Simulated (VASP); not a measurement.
# YZr2O2 in VASP: further runs

YZr2O2 is run at these levels: PBE; tasks: single point.

Everything below comes from runs of VASP 6.6.1. Logs are shortened: lines on timing, memory, paths and dates and some standing lists are left out, and cuts for length are marked.

### Step 1. The cell of the first run

The typed cell holds 5 atoms: a = 5.058 Å, b = 5.058 Å, c = 4.096 Å, α = 90.00°, β = 90.00°, γ = 120.00°.

### Step 2. Single point, PBE

Input file INCAR:

```
SYSTEM = YZr2O2
ALGO = Normal
EDIFF = 1E-6
ENCUT = 520
GGA = PE
ISIF = 2
ISMEAR = 0
LASPH = .TRUE.
LCHARG = .FALSE.
LREAL = .FALSE.
LWAVE = .FALSE.
NBANDS = 32
NELM = 80
PREC = Accurate
SIGMA = 0.1
```

Input file KPOINTS:

```
k-points
0
G
  6 6 4
  0 0 0
```

Input file POSCAR:

```
YZr2O2
1.0
    5.0580099567      0.0000000000      0.0000000000
   -2.5290049784      4.3803651151      0.0000000000
    0.0000000000      0.0000000000      4.0959329704
Y Zr O
1 2 2
Direct
    0.0000000000      0.0000000000      0.0454013548
    0.3333333333      0.6666666667      0.5455708692
    0.6666666667      0.3333333333      0.5455708692
    0.3333333333      0.6666666667      0.0455602334
    0.6666666667      0.3333333333      0.0455602334
```

Potentials or basis: VASP PAW PBE potentials, release 64 (Y_sv, Zr_sv, O).

Started as:

```sh
cat potpaw_PBE.64/Y_sv/POTCAR potpaw_PBE.64/Zr_sv/POTCAR potpaw_PBE.64/O/POTCAR > POTCAR
mpirun -np 1 vasp_std > vasp.out
```

OUTCAR:

```text
SYSTEM = YZr2O2
   EDIFF = 1E-6
   ENCUT = 520
   GGA = PE
   ISIF = 2
   ISMEAR = 0
   LASPH = .TRUE.
   LREAL = .FALSE.
   NELM = 80
   PREC = Accurate

 ion  position               nearest neighbor table
   1  0.000  0.000  0.045-   4 2.92   5 2.92   5 2.92   4 2.92   5 2.92   4 2.92   2 3.57   3 3.57
                             2 3.57   3 3.57   3 3.57   2 3.57   2 3.57   3 3.57   3 3.57   2 3.57
   2  0.333  0.667  0.546-   4 2.05   4 2.05   3 2.92   3 2.92   3 2.92   1 3.57   1 3.57   1 3.57
                             1 3.57   1 3.57   1 3.57
   3  0.667  0.333  0.546-   5 2.05   5 2.05   2 2.92   2 2.92   2 2.92   1 3.57   1 3.57   1 3.57
                             1 3.57   1 3.57   1 3.57
   4  0.333  0.667  0.046-   2 2.05   2 2.05   1 2.92   1 2.92   1 2.92
   5  0.667  0.333  0.046-   3 2.05   3 2.05   1 2.92   1 2.92   1 2.92

  LATTYP: Found a hexagonal cell.
 ALAT       =     5.0580099567
 C/A-ratio  =     0.8097914013

  Lattice vectors:

 A1 = (   5.0580099567,   0.0000000000,   0.0000000000)
 A2 = (  -2.5290049784,   4.3803651151,   0.0000000000)
 A3 = (   0.0000000000,   0.0000000000,   4.0959329704)

Analysis of symmetry for initial positions (statically):
=====================================================================
 Subroutine PRICEL returns:
 Original cell was already a primitive cell.

 Routine SETGRP: Setting up the symmetry group for a
 hexagonal supercell.

 Subroutine GETGRP returns: Found 12 space group operations
 (whereof 12 operations were pure point group operations)
 out of a pool of 24 trial point group operations.

The static configuration has the point symmetry C_6v.

Analysis of symmetry for dynamics (positions and initial velocities):
=====================================================================
 Subroutine PRICEL returns:
 Original cell was already a primitive cell.

 Routine SETGRP: Setting up the symmetry group for a
 hexagonal supercell.

 Subroutine GETGRP returns: Found 12 space group operations
 (whereof 12 operations were pure point group operations)
 out of a pool of 24 trial point group operations.

The dynamic configuration has the point symmetry C_6v.

 Subroutine INISYM returns: Found 12 space group operations
 (whereof 12 operations are pure point group operations),
 and found     1 'primitive' translations

[... 96 lines left out ...]
   EDIFF  = 0.1E-05   stopping-criterion for ELM
   LREAL  =      F    real-space projection
   EDIFFG = 0.1E-04   stopping-criterion for IOM
   NSW    =      0    number of steps for IOM
   IBRION =     -1    ionic relax: 0-MD 1-quasi-New 2-CG
   NFREE  =      0    steps in history (QN), initial steepest desc. (CG)
   ISIF   =      2    stress and relaxation
   ISYM   =      2    0-nonsym 1-usesym 2-fastsym
   POTIM  = 0.5000    time-step for ionic-motion
   TEBEG  =    0.0;   TEEND  =   0.0 temperature during run
   PSTRESS=    0.0 pullay stress
   NELECT =      47.0000    total number of electrons
   NUPDOWN=      -1.0000    fix difference up-down
   EMIN   =  10.00;   EMAX   =-10.00  energy-range for DOS
   EFERMI =   0.00;   METHOD = LEGACY
   ISMEAR =     0;   SIGMA  =   0.10  broadening in eV -4-tet -1-fermi 0-gaus
   EFERMI_NEDOS =   21; number of points for ismear=-14 and -15
   IALGO  =     38    algorithm
   IMIX   =      4    mixing-type and parameters
     AMIX     =   0.40;   BMIX     =  1.00
     AMIX_MAG =   1.60;   BMIX_MAG =  1.00
  volume/ion in A,a.u.               =      18.15       122.48
  Fermi-wavevector in a.u.,A,eV,Ry     =   1.314700  2.484422 23.516784  1.728435
  Thomas-Fermi vector in A             =   2.444934
   LORBIT       =      0    0 simple, 1 ext, 2 COOP (PROOUT), +10 PAW based schemes
   GGA     = PE    functional components
   LHFCALC =     F    Hartree Fock is set to
   AEXX    =    0.0000 exact exchange contribution
   IVDW    =     0    specifies the selected vdW correction
   LEPSILON=     F    determine dielectric tensor
   LRPA    =     F    only Hartree local field effects (RPA)
 non-spin polarized calculation
 Gauss-broadening in eV      SIGMA  =   0.10
  energy-cutoff  :      520.00
  volume of cell :       90.75
 maximum number of plane-waves:      2476
 NGX is ok and might be reduce to    40
   NGX = 19   NGY = 19   NGZ = 15

 number of electron      46.9999997 magnetization

 Free energy of the ion-electron system (eV)
  ---------------------------------------------------
  ext. energy  EPLUGINS =         0.00000000
  ---------------------------------------------------
  free energy    TOTEN  =       -41.90319131 eV

  energy without entropy =      -41.89238500  energy(sigma->0) =      -41.89778815

 E-fermi :   6.5996     XC(G=0): -10.6628

 val. band max:        6.5812956575   @ k =   0.1667   0.0000   0.0000
 cond. band min:       6.6825419637   @ k =   0.1667   0.0000   0.0000
 fundamental gap:      0.1012463062
 Fermi energy:         6.5995926677

 k-point     1 :       0.0000    0.0000    0.0000
  band No.  band energies     occupation
      1     -42.1072      2.00000
      2     -41.9047      2.00000
      3     -36.5577      2.00000
      4     -20.4697      2.00000
      5     -20.4697      2.00000
      6     -20.4297      2.00000
[... 724 lines left out ...]
     31      10.1062      0.00000
     32      10.6995      0.00000

------------------------ aborting loop because EDIFF is reached ----------------------------------------

  FORCE on cell =-STRESS in cart. coord.  units (eV):
  Direction    XX          YY          ZZ          XY          YZ          ZX
  --------------------------------------------------------------------------------------
  -------------------------------------------------------------------------------------
  Total        0.0772484      0.0772484      0.1845961     -0.0000000      0.0000000      0.0000000
  in kB        1.3638202      1.3638202      3.2590447     -0.0000000      0.0000000      0.0000000
  external PRESSURE =       1.9955617 kB  Pullay stress =       0.0000000 kB

 VOLUME and BASIS-vectors are now :
 -----------------------------------------------------------------------------
  energy-cutoff  :      520.00
  volume of cell :       90.75
      direct lattice vectors                 reciprocal lattice vectors
     5.058009957  0.000000000  0.000000000     0.197706214  0.114145736  0.000000000
    -2.529004978  4.380365115  0.000000000     0.000000000  0.228291472  0.000000000
     0.000000000  0.000000000  4.095932970     0.000000000  0.000000000  0.244144620

 POSITION                                       TOTAL-FORCE (eV/Angst)
 -----------------------------------------------------------------------------------
      0.00000      0.00000      0.18596         0.000000      0.000000      0.002673
     -0.00000      2.92024      2.23462        -0.000000      0.000000     -0.000907
      2.52900      1.46012      2.23462         0.000000      0.000000     -0.000907
     -0.00000      2.92024      0.18661        -0.000000     -0.000000     -0.000430
      2.52900      1.46012      0.18661         0.000000      0.000000     -0.000430
 -----------------------------------------------------------------------------------
    total drift:                               -0.000000     -0.000000     -0.000189

  FREE ENERGIE OF THE ION-ELECTRON SYSTEM (eV)
  ---------------------------------------------------
  free  energy   TOTEN  =       -41.9031913096 eV

  energy  without entropy=      -41.8923849974  energy(sigma->0) =      -41.89778815
```

OSZICAR:

```text
N       E                     dE             d eps       ncg     rms          rms(c)
DAV:   1     0.397406377243E+03    0.39741E+03   -0.24666E+04  1344   0.144E+03
DAV:   2    -0.156131983769E+02   -0.41302E+03   -0.39925E+03  1672   0.397E+02
DAV:   3    -0.456525116056E+02   -0.30039E+02   -0.29484E+02  2176   0.862E+01
DAV:   4    -0.471737431795E+02   -0.15212E+01   -0.15153E+01  1888   0.169E+01
DAV:   5    -0.472200525754E+02   -0.46309E-01   -0.46303E-01  1960   0.250E+00    0.305E+01
DAV:   6    -0.422684772771E+02    0.49516E+01   -0.23456E+01  1552   0.255E+01    0.192E+01
DAV:   7    -0.419566805847E+02    0.31180E+00   -0.26615E+00  1808   0.790E+00    0.127E+01
DAV:   8    -0.419024951620E+02    0.54185E-01   -0.48383E-01  1712   0.425E+00    0.158E+00
DAV:   9    -0.419026407627E+02   -0.14560E-03   -0.74647E-02  2000   0.130E+00    0.931E-01
DAV:  10    -0.419030041850E+02   -0.36342E-03   -0.57764E-03  1720   0.456E-01    0.248E-01
DAV:  11    -0.419032192472E+02   -0.21506E-03   -0.84171E-04  1832   0.187E-01    0.127E-01
DAV:  12    -0.419031835137E+02    0.35734E-04   -0.71813E-05  2096   0.369E-02    0.217E-02
DAV:  13    -0.419031929930E+02   -0.94793E-05   -0.25190E-05  2048   0.300E-02    0.111E-02
DAV:  14    -0.419031918656E+02    0.11274E-05   -0.21135E-06  1496   0.752E-03    0.395E-03
DAV:  15    -0.419031913096E+02    0.55601E-06   -0.19251E-07  1064   0.293E-03
   1 F= -.41903191E+02 E0= -.41897788E+02  d E =-.108063E-01
```

stdout:

```text
POSCAR found type information on POSCAR Y ZrO
 POSCAR found :  3 types and       5 ions
 scaLAPACK will be used
 LDA part: xc-table for (Slater+PW92), standard interpolation
 POSCAR, INCAR and KPOINTS ok, starting setup
 FFT: planning ... GRIDC
 FFT: planning ... GRID_SOFT
 FFT: planning ... GRID
 WAVECAR not read
 entering main loop
```

Run time: 29 s. Hardware: 1 thread of Intel Xeon 6975P-C (Granite Rapids), shared host; peak memory 0.25 GiB.

Results:

- Free energy: -41.9032 eV
- Pressure: 0.2 GPa

Forces in eV/Å, atoms in the order of the input:
```
Y    0.000  0.000  0.003
Zr   0.000  0.000 -0.001
Zr   0.000  0.000 -0.001
O    0.000  0.000  0.000
O    0.000  0.000  0.000
```

Levels at points of the mesh, in eV from the Fermi level:
```tsv
k point	band 20	band 21	band 22	band 23	band 24	band 25	band 26	band 27
(0.00, 0.00, 0.00)	-3.48	-3.05	0.34	0.34	0.42	0.42	1.11	1.11
(0.50, 0.00, 0.00)	-3.22	-2.12	-1.05	-0.59	-0.57	-0.36	0.52	1.28
(0.00, 0.00, 0.50)	-4.07	-2.81	-1.00	-1.00	1.14	1.14	1.42	2.88
(0.50, 0.00, 0.50)	-4.00	-1.84	-1.20	-0.75	0.27	1.23	2.10	2.62
```

Caveat: the k points lie up to 0.38 Å⁻¹ apart; an odd number of electrons without spin polarisation forces a metal; a magnetic or distorted state may lie lower.

### Step 3. Single point, PBE

Input file INCAR:

```
SYSTEM = YZr2O2
PREC = Accurate ; ENCUT = 520
EDIFF = 1E-7 ; ISMEAR = 0
SIGMA = 0.1 ; LREAL = .False.
LASPH = .True. ; NELM = 80
ALGO = Normal ; ISIF = 2
LWAVE = .False. ; LCHARG = .True.
GGA = PE ; LELF = .True.
LVHAR = .True. ; NBANDS = 32
```

Input file KPOINTS:

```
regular mesh
0
Gamma
  12 12 10
  0 0 0
```

Input file POSCAR:

```
YZr2O2
1.0
    5.0591504070      0.0000000000      0.0000000000
   -2.5295752035      4.3813527740      0.0000000000
    0.0000000000      0.0000000000      4.0974937339
Y Zr O
1 2 2
Direct
    0.0000000000      0.0000000000      0.0000000000
    0.3333333333      0.6666666667      0.5000000000
    0.6666666667      0.3333333333      0.5000000000
    0.3333333333      0.6666666667      0.0000000000
    0.6666666667      0.3333333333      0.0000000000
```

Potentials or basis: VASP PAW PBE potentials, release 64 (Y_sv, Zr_sv, O).

Started as:

```sh
cat potpaw_PBE.64/Y_sv/POTCAR potpaw_PBE.64/Zr_sv/POTCAR potpaw_PBE.64/O/POTCAR > POTCAR
mpirun -np 1 vasp_std > vasp.out
```

It took 2.3 min on 1 thread of Intel Xeon 6975P-C (Granite Rapids), shared host; peak memory 0.45 GiB.

Results (log left out):

- Free energy: -41.8571 eV
- Pressure: 0.1 GPa

Stress tensor (GPa, compression positive):
```
-0.03  0.00  0.00
 0.00 -0.03  0.00
 0.00  0.00  0.43
```

Levels at points of the mesh, in eV from the Fermi level:
```csv
k point,band 21,band 22,band 23,band 24,band 25,band 26
"(0.00, 0.00, 0.00)",-3.09,0.29,0.29,0.38,0.38,1.06
"(0.50, 0.00, 0.00)",-2.17,-1.10,-0.64,-0.62,-0.41,0.48
"(0.00, 0.00, 0.50)",-2.86,-1.06,-1.06,1.10,1.10,1.37
"(0.50, 0.00, 0.50)",-1.89,-1.25,-0.80,0.22,1.17,2.05
```

Caveat: an odd number of electrons without spin polarisation forces a metal; a magnetic or distorted state may lie lower.

### Step 4. Single point, PBE, collinear spin, ferromagnetic start

Input file INCAR:

```
SYSTEM = YZr2O2
  PREC = Accurate
  ENCUT = 520
  EDIFF = 1E-6
  ISMEAR = 0
  SIGMA = 0.1
  LREAL = .FALSE.
  LASPH = .TRUE.
  NELM = 150
  ALGO = Normal
  ISIF = 2
  LWAVE = .FALSE.
  LCHARG = .FALSE.
  ISPIN = 2
  MAGMOM = 0 1 1 0 0
  LORBIT = 11
  LMAXMIX = 4
  GGA = PE
  NBANDS = 36
```

Input file KPOINTS:

```
regular mesh
0
G
  6 6 4
  0 0 0
```

POSCAR, as its differences from that of step 3:

```diff
@@ -2,5 +2,5 @@
 1.0
-    5.0591504070      0.0000000000      0.0000000000
-   -2.5295752035      4.3813527740      0.0000000000
-    0.0000000000      0.0000000000      4.0974937339
+    5.0580099567      0.0000000000      0.0000000000
+   -2.5290049784      4.3803651151      0.0000000000
+    0.0000000000      0.0000000000      4.0959329704
 Y Zr O
```

Started as:

```sh
cat potpaw_PBE.64/Y_sv/POTCAR potpaw_PBE.64/Zr_sv/POTCAR potpaw_PBE.64/O/POTCAR > POTCAR
mpirun -np 1 vasp_std > vasp.out
```

It took 61 s on 1 thread of Intel Xeon 6975P-C (Granite Rapids), shared host; peak memory 0.32 GiB.

It converged, with:

* Free energy: -41.9032 eV
* Pressure: 0.2 GPa
* Net moment: 0.00 μB per cell
* Valence electrons inside the program's atomic spheres: Y 9.22; Zr 9.97; O 5.00

Stress tensor (GPa, compression positive):
```
0.14 0.00 0.00
0.00 0.14 0.00
0.00 0.00 0.33
```

Levels at points of the mesh, in eV from the Fermi level:
Spin up:
```tsv
k point	band 21	band 22	band 23	band 24	band 25	band 26
(0.00, 0.00, 0.00)	-3.05	0.34	0.34	0.42	0.42	1.11
(0.50, 0.00, 0.00)	-2.12	-1.05	-0.59	-0.57	-0.36	0.52
(0.00, 0.00, 0.50)	-2.81	-1.00	-1.00	1.14	1.14	1.42
(0.50, 0.00, 0.50)	-1.84	-1.20	-0.75	0.27	1.23	2.10
```
Spin down:
```tsv
k point	band 21	band 22	band 23	band 24	band 25	band 26
(0.00, 0.00, 0.00)	-3.05	0.34	0.34	0.42	0.42	1.11
(0.50, 0.00, 0.00)	-2.12	-1.05	-0.59	-0.57	-0.36	0.52
(0.00, 0.00, 0.50)	-2.81	-1.00	-1.00	1.14	1.14	1.42
(0.50, 0.00, 0.50)	-1.84	-1.20	-0.75	0.27	1.23	2.10
```

Caveat: the k points lie up to 0.38 Å⁻¹ apart.

### Step 5. The runs side by side

| spin | cell | k mesh | gap on the mesh (eV) | pressure (GPa) |
| --- | --- | --- | --- | --- |
| off | a = 5.058, b = 5.058, c = 4.096 Å, angles 90.0, 90.0, 120.0°, 5 atoms | 6 × 6 × 4 | none | 0.2 |
| off | a = 5.059, b = 5.059, c = 4.097 Å, angles 90.0, 90.0, 120.0°, 5 atoms | 12 × 12 × 10 | none | 0.1 |
| collinear, ferromagnetic start | a = 5.058, b = 5.058, c = 4.096 Å, angles 90.0, 90.0, 120.0°, 5 atoms | 6 × 6 × 4 | none | 0.2 |

Alike in all rows: task single point; level PBE; potentials or basis VASP PAW PBE potentials, release 64 (Y_sv, Zr_sv, O); cutoff (eV) 520; smearing gaussian 0.1 eV.

Caveats: some runs use coarse meshes; an odd number of electrons without spin polarisation forces a metal (some runs); a magnetic or distorted state may lie lower (some runs).

Total energies depend on the potentials used, so only differences within one code and one set of settings carry meaning.
